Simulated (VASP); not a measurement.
# In3Cu (Pm-3m) in VASP: notebook, part 2 of 3

VASP 6.6.1.

## (3) Single point, LDA

This run uses another cell than the first one, of 20.85 Å³/atom, 1.055 times its volume.

Contents of INCAR:

```
PREC = Accurate
ENCUT = 520
EDIFF = 1E-6
ISMEAR = 0
SIGMA = 0.15
LREAL = F
LASPH = T
NELM = 60
ALGO = Fast
ISIF = 2
LWAVE = F
LCHARG = F
NBANDS = 33
```

Contents of KPOINTS:

```
Automatic mesh
0
Gamma
  10 10 10
```

Contents of POSCAR:

```
In3Cu
1.0
    4.3692763247      0.0000000000      0.0000000000
    0.0000000000      4.3692763247      0.0000000000
    0.0000000000      0.0000000000      4.3692763247
In Cu
3 1
Direct
    0.0000000000      0.5000000000      0.5000000000
    0.5000000000      0.0000000000      0.5000000000
    0.5000000000      0.5000000000      0.0000000000
    0.0000000000      0.0000000000      0.0000000000
```

Potentials or basis: VASP PAW LDA potentials, release 64 (In_d, Cu).

Command:

```console
$ cat potpaw_LDA.64/In_d/POTCAR potpaw_LDA.64/Cu/POTCAR > POTCAR
$ mpirun -np 1 vasp_std > vasp.out
```

OUTCAR:

```text
PREC = Accurate
   ENCUT = 520
   EDIFF = 1E-6
   ISMEAR = 0
   LREAL = F
   LASPH = T
   NELM = 60
   ISIF = 2

 ion  position               nearest neighbor table
   1  0.000  0.500  0.500-   2 3.09   3 3.09   4 3.09   3 3.09   4 3.09   2 3.09   4 3.09   4 3.09
                             2 3.09   3 3.09   3 3.09   2 3.09
   2  0.500  0.000  0.500-   1 3.09   3 3.09   4 3.09   3 3.09   4 3.09   1 3.09   3 3.09   3 3.09
                             1 3.09   4 3.09   4 3.09   1 3.09
   3  0.500  0.500  0.000-   1 3.09   2 3.09   4 3.09   1 3.09   2 3.09   2 3.09   4 3.09   2 3.09
                             1 3.09   4 3.09   1 3.09   4 3.09
   4  0.000  0.000  0.000-   1 3.09   2 3.09   3 3.09   1 3.09   2 3.09   1 3.09   3 3.09   1 3.09
                             2 3.09   3 3.09   2 3.09   3 3.09

  LATTYP: Found a simple cubic cell.
 ALAT       =     4.3692763247

  Lattice vectors:

 A1 = (   4.3692763247,   0.0000000000,   0.0000000000)
 A2 = (   0.0000000000,   4.3692763247,   0.0000000000)
 A3 = (   0.0000000000,   0.0000000000,   4.3692763247)

Analysis of symmetry for initial positions (statically):
=====================================================================
 Subroutine PRICEL returns:
 Original cell was already a primitive cell.

 Routine SETGRP: Setting up the symmetry group for a
 simple cubic supercell.

 Subroutine GETGRP returns: Found 48 space group operations
 (whereof 48 operations were pure point group operations)
 out of a pool of 48 trial point group operations.

The static configuration has the point symmetry O_h .

Analysis of symmetry for dynamics (positions and initial velocities):
=====================================================================
 Subroutine PRICEL returns:
 Original cell was already a primitive cell.

 Routine SETGRP: Setting up the symmetry group for a
 simple cubic supercell.

 Subroutine GETGRP returns: Found 48 space group operations
[... 121 lines left out ...]
   EFERMI =   0.00;   METHOD = LEGACY
   ISMEAR =     0;   SIGMA  =   0.15  broadening in eV -4-tet -1-fermi 0-gaus
   EFERMI_NEDOS =   21; number of points for ismear=-14 and -15
   IALGO  =     68    algorithm
   IMIX   =      4    mixing-type and parameters
     AMIX     =   0.40;   BMIX     =  1.00
     AMIX_MAG =   1.60;   BMIX_MAG =  1.00
  volume/ion in A,a.u.               =      20.85       140.72
  Fermi-wavevector in a.u.,A,eV,Ry     =   1.380348  2.608480 25.924012  1.905361
  Thomas-Fermi vector in A             =   2.505234
   LORBIT       =      0    0 simple, 1 ext, 2 COOP (PROOUT), +10 PAW based schemes
   GGA     = CA    functional components
   LHFCALC =     F    Hartree Fock is set to
   AEXX    =    0.0000 exact exchange contribution
   IVDW    =     0    specifies the selected vdW correction
   LEPSILON=     F    determine dielectric tensor
   LRPA    =     F    only Hartree local field effects (RPA)
 non-spin polarized calculation
 RMM-DIIS sequential band-by-band and
 Gauss-broadening in eV      SIGMA  =   0.15
  energy-cutoff  :      520.00
  volume of cell :       83.41
 maximum number of plane-waves:      2284
   NGX = 17   NGY = 17   NGZ = 17

 number of electron      49.9999934 magnetization

 Free energy of the ion-electron system (eV)
  ---------------------------------------------------
  ext. energy  EPLUGINS =         0.00000000
  ---------------------------------------------------
  free energy    TOTEN  =       -13.61817087 eV

  energy without entropy =      -13.60050623  energy(sigma->0) =      -13.60933855

 E-fermi :   8.1937     XC(G=0): -11.2995

 val. band max:        8.1749239940   @ k =   0.4000   0.4000   0.1000
 cond. band min:       8.1953868588   @ k =   0.1000   0.0000   0.0000
 fundamental gap:      0.0204628648
 Fermi energy:         8.1936601112

 k-point     1 :       0.0000    0.0000    0.0000
  band No.  band energies     occupation
      1      -6.8667      2.00000
      2      -6.8381      2.00000
      3      -6.8381      2.00000
      4      -6.8381      2.00000
      5      -6.5715      2.00000
      6      -6.5715      2.00000
[... 853 lines left out ...]
     32      13.5287      0.00000
     33      14.9448      0.00000

 [... further k-points ...]
[... 5 lines left out ...]
  --------------------------------------------------------------------------------------
  -------------------------------------------------------------------------------------
  Total       -0.8357337     -0.8357337     -0.8357337     -0.0000000     -0.0000000      0.0000000
  in kB      -16.0527689    -16.0527689    -16.0527689     -0.0000000     -0.0000000      0.0000000
  external PRESSURE =     -16.0527689 kB  Pullay stress =       0.0000000 kB

 VOLUME and BASIS-vectors are now :
 -----------------------------------------------------------------------------
  energy-cutoff  :      520.00
  volume of cell :       83.41
      direct lattice vectors                 reciprocal lattice vectors
     4.369276325  0.000000000  0.000000000     0.228870853  0.000000000  0.000000000
     0.000000000  4.369276325  0.000000000     0.000000000  0.228870853  0.000000000
     0.000000000  0.000000000  4.369276325     0.000000000  0.000000000  0.228870853

 POSITION                                       TOTAL-FORCE (eV/Angst)
 -----------------------------------------------------------------------------------
      0.00000      2.18464      2.18464         0.000000      0.000000      0.000000
      2.18464      0.00000      2.18464         0.000000      0.000000      0.000000
      2.18464      2.18464      0.00000         0.000000      0.000000      0.000000
      0.00000      0.00000      0.00000         0.000000      0.000000      0.000000
 -----------------------------------------------------------------------------------
    total drift:                                0.000000     -0.000000     -0.000000

  FREE ENERGIE OF THE ION-ELECTRON SYSTEM (eV)
  ---------------------------------------------------
  free  energy   TOTEN  =       -13.6181708726 eV

  energy  without entropy=      -13.6005062341  energy(sigma->0) =      -13.60933855
```

OSZICAR:

```text
N       E                     dE             d eps       ncg     rms          rms(c)
DAV:   1     0.474585966589E+03    0.47459E+03   -0.23764E+04  3720   0.231E+03
DAV:   2     0.380543087652E+02   -0.43653E+03   -0.42492E+03  3696   0.483E+02
DAV:   3    -0.126329753297E+02   -0.50687E+02   -0.49587E+02  4225   0.194E+02
DAV:   4    -0.145451881580E+02   -0.19122E+01   -0.19050E+01  4511   0.441E+01
DAV:   5    -0.146325615043E+02   -0.87373E-01   -0.87364E-01  6125   0.847E+00    0.109E+01
RMM:   6    -0.155978086917E+02   -0.96525E+00   -0.19451E+01  4127   0.374E+01    0.915E+00
RMM:   7    -0.136833804926E+02    0.19144E+01   -0.61588E+00  3930   0.226E+01    0.274E+00
RMM:   8    -0.136475654456E+02    0.35815E-01   -0.72475E-01  4059   0.802E+00    0.159E+00
RMM:   9    -0.136186283309E+02    0.28937E-01   -0.13610E-01  4324   0.378E+00    0.418E-01
RMM:  10    -0.136177268843E+02    0.90145E-03   -0.15303E-02  5259   0.959E-01    0.301E-01
RMM:  11    -0.136183168488E+02   -0.58996E-03   -0.56954E-03  6121   0.364E-01    0.270E-01
RMM:  12    -0.136185611913E+02   -0.24434E-03   -0.40373E-03  5411   0.510E-01    0.174E-01
RMM:  13    -0.136181605625E+02    0.40063E-03   -0.98651E-04  4646   0.333E-01    0.127E-01
RMM:  14    -0.136181649170E+02   -0.43545E-05   -0.34967E-04  5497   0.102E-01    0.475E-02
RMM:  15    -0.136181667800E+02   -0.18630E-05   -0.10208E-04  5783   0.568E-02    0.172E-02
RMM:  16    -0.136181700445E+02   -0.32646E-05   -0.38714E-05  4598   0.290E-02    0.174E-02
RMM:  17    -0.136181711154E+02   -0.10708E-05   -0.12251E-05  4035   0.190E-02    0.190E-02
RMM:  18    -0.136181708726E+02    0.24280E-06   -0.71308E-06  3617   0.196E-02
   1 F= -.13618171E+02 E0= -.13609339E+02  d E =-.176646E-01
```

stdout:

```text
POSCAR found type information on POSCAR InCu
 POSCAR found :  2 types and       4 ions
 scaLAPACK will be used
 LDA part: xc-table for (Slater(with rela. corr.)+CA(PZ))
 , standard interpolation
 POSCAR, INCAR and KPOINTS ok, starting setup
 FFT: planning ... GRIDC
 FFT: planning ... GRID_SOFT
 FFT: planning ... GRID
 WAVECAR not read
 entering main loop
```

Run time: 53 s. Hardware: 1 thread of Intel Xeon 6975P-C (Granite Rapids), shared host; peak memory 0.24 GiB.

What came out:

```
Free energy            : -13.6182 eV
Pressure               : -1.6 GPa
Band gap on the k mesh : zero (band 25 reaches 10.63 eV, above the bottom of band 26 at 6.23 eV)
```

Caveat: spin-orbit coupling is left out, which moves the levels of the heavy elements.

(Part 2 of 3 ends here.)
